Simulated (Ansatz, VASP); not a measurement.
## GaP: VASP beside Ansatz

File INCAR:

```
SYSTEM = GaP
PREC = Accurate
ENCUT = 520
EDIFF = 1E-7
ISMEAR = 0
SIGMA = 0.05
LREAL = .False.
LASPH = .True.
NELM = 80
ALGO = Normal
ISIF = 2
LWAVE = .False.
LCHARG = .False.
GGA = PE
NBANDS = 16
```

File KPOINTS:

```
regular mesh
0
Gamma
  10 10 10
  0 0 0
```

Contents of POSCAR:

```
GaP
1.0
    0.0000000000      2.8512695192      2.7760388659
    2.7760388659      0.0000000000      2.7760388659
    2.7760388659      2.8512695192      0.0000000000
Ga P
1 1
Direct
    0.0000000000      0.0000000000      0.0000000000
    0.7500000000      0.7500000000      0.7500000000
```

Input for Ansatz:

```yaml
crystal:
  lattice:
    - [0.0, 2.8512695192, 2.7760388659]
    - [2.7760388659, 0.0, 2.7760388659]
    - [2.7760388659, 2.8512695192, 0.0]
  atoms:
    - { symbol: Ga, position: [0.0, 0.0, 0.0] }
    - { symbol: P, position: [0.75, 0.75, 0.75] }
basis:
  ecutwfc: 420
kpoints:
  mp_grid: { grid: [10, 10, 10] }
hamiltonian:
  xc: pbe
  pseudopotentials: { kind: paw, azcp: { folder: soft_1 } }
scf:
  occupations: { method: gaussian, width: 0.05 }
output:
  forces: true
  stress: true
  eigenvalues: true
```

Alike in both runs: task single point; functional PBE; k mesh 10 × 10 × 10; occupations gaussian, width 0.05 eV; no spin polarisation.

```csv
,VASP,Ansatz
version,VASP 6.6.1,Ansatz 0.2.0
potentials or method,"VASP PAW PBE potentials, release 64 (Ga_d, P), cutoff 520 eV","scalar-relativistic, plane waves, PAW"
valence electrons in the cell,18,18
```

Ansatz gave:

* gap on the k mesh at the Fermi level (eV): 1.11
* least direct gap on the mesh (eV): 1.11
* pressure (GPa): -3.5
* traceless stress, the component that is largest in VASP (GPa): -1.33

Which values does VASP return?

gap on the k mesh at the Fermi level (eV): 1.10; least direct gap on the mesh (eV): 1.10; pressure (GPa): -3.5; traceless stress, the component that is largest in VASP (GPa): -1.33.
